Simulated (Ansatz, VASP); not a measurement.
## Sn in VASP and in Ansatz

Contents of INCAR:

```
  PREC = Accurate
  ENCUT = 600
  EDIFF = 1E-7
  ISMEAR = 0
  SIGMA = 0.1
  LREAL = False
  LASPH = True
  NELM = 60
  ALGO = Normal
  ISIF = 3
  LWAVE = False
  LCHARG = False
  GGA = PE
  IBRION = 2
  NSW = 90
  EDIFFG = -0.04
```

File KPOINTS:

```
Automatic mesh
0
Gamma
  6 6 4
```

The input POSCAR:

```
Sn
1.0
    3.2495851200      0.0000000000      0.0000000000
   -1.6247925600      2.8142232700      0.0000000000
    0.0000000000      0.0000000000      5.6913786100
Sn
2
Direct
    0.0000000000      0.0000000000      0.7536145300
    0.0000000000      0.0000000000      0.2463854700
```

Input for Ansatz:

```yaml
crystal:
  lattice:
    - [3.24958512, 0.0, 0.0]
    - [-1.62479256, 2.81422327, 0.0]
    - [0.0, 0.0, 5.69137861]
  atoms:
    - { symbol: Sn, position: [0.0, 0.0, 0.75361453] }
    - { symbol: Sn, position: [0.0, 0.0, 0.24638547] }
basis:
  ecutwfc: 420
kpoints:
  mp_grid: { grid: [6, 6, 4] }
hamiltonian:
  xc: pbe
scf:
  occupations: { method: gaussian, width: 0.1 }
  lower_state_search: "off"
output:
  forces: true
  stress: true
  eigenvalues: true
relax:
  adjacent_minimum: "off"
  f_tol: 0.04
  max_steps: 70
  cell: { stress_tol: 0.4 }
```

Alike in both runs: task relaxation of cell and atoms; functional PBE; k mesh 6 × 6 × 4; occupations gaussian, width 0.1 eV; no spin polarisation.

|  | VASP | Ansatz |
| --- | --- | --- |
| version | VASP 6.6.1 | Ansatz 0.2.0 |
| potentials or method | VASP PAW PBE potentials, release 64 (Sn_d), cutoff 600 eV | scalar-relativistic, plane waves, PAW |
| valence electrons in the cell | 28 | 28 |

|  | VASP | Ansatz | Ansatz less VASP |
| --- | --- | --- | --- |
| gap on the k mesh at the Fermi level, each at its own relaxed structure (eV) | none | none | - |
| relaxed volume (Å³/atom) | 28.71 | 28.84 | +0.125 |
| relaxed cell length with the largest relative difference (Å) | 6.394 | 6.405 | +0.0106 |

A gap of «none» marks a metal or a gap that the smearing closes.

The k mesh is coarse, so the values compare programs but aren't converged.
